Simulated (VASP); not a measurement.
Write the native input for VASP 6.6.1 that does the following.

* Task: single point
* Functional: PBEsol
* Potentials or basis: VASP PAW PBE potentials, release 64 (Lu, Pd)
* Cutoff: 520 eV
* k mesh: 5 × 5 × 1
* Occupations: fermi-dirac, width 0.1 eV
* Spin: no spin polarisation
* Dipole correction: yes
* Further INCAR settings: ALGO = Normal; EDIFF = 1e-06; NBANDS = 43

The structure of LuPd lies in POSCAR:

```
LuPd
1.0
    3.4150000000      0.0000000000      0.0000000000
    0.0000000000      3.4150000000      0.0000000000
    0.0000000000      0.0000000000     11.1225000000
Lu Pd
2 2
Direct
    0.0000000000      0.0000000000      0.2697235334
    0.0000000000      0.0000000000      0.5767588222
    0.5000000000      0.5000000000      0.4232411778
    0.5000000000      0.5000000000      0.7302764666
```

One way to write it, as run:

INCAR

```
  PREC = Accurate
  ENCUT = 520
  EDIFF = 1E-6
  ISMEAR = -1
  SIGMA = 0.1
  LREAL = F
  LASPH = T
  NELM = 60
  ALGO = Normal
  ISIF = 2
  LWAVE = F
  LCHARG = F
  LDIPOL = T
  IDIPOL = 3
  DIPOL = 0.5 0.5 0.500
  GGA = PS
  NBANDS = 43
```

KPOINTS

```
regular mesh
0
Gamma
  5 5 1
```

Potentials or basis: VASP PAW PBE potentials, release 64 (Lu, Pd).

Command:

```sh
$ cat potpaw_PBE.64/Lu/POTCAR potpaw_PBE.64/Pd/POTCAR > POTCAR
$ mpirun -np 1 vasp_std > vasp.out
```

It gave:

```yaml
Largest_force: 1.302 eV/Å
Band_gap_on_the_k_mesh: 0.06 eV, direct
```

Caveat: the PAW data sets were made with another functional, which shifts forces and pressure a little; spin-orbit coupling is left out, which moves the levels of the heavy elements.

It took 47 s on 1 thread of Intel(R) Xeon(R) Platinum 8375C CPU @ 2.90GHz (Ice Lake) (shared host), peak memory 0.25 GiB.
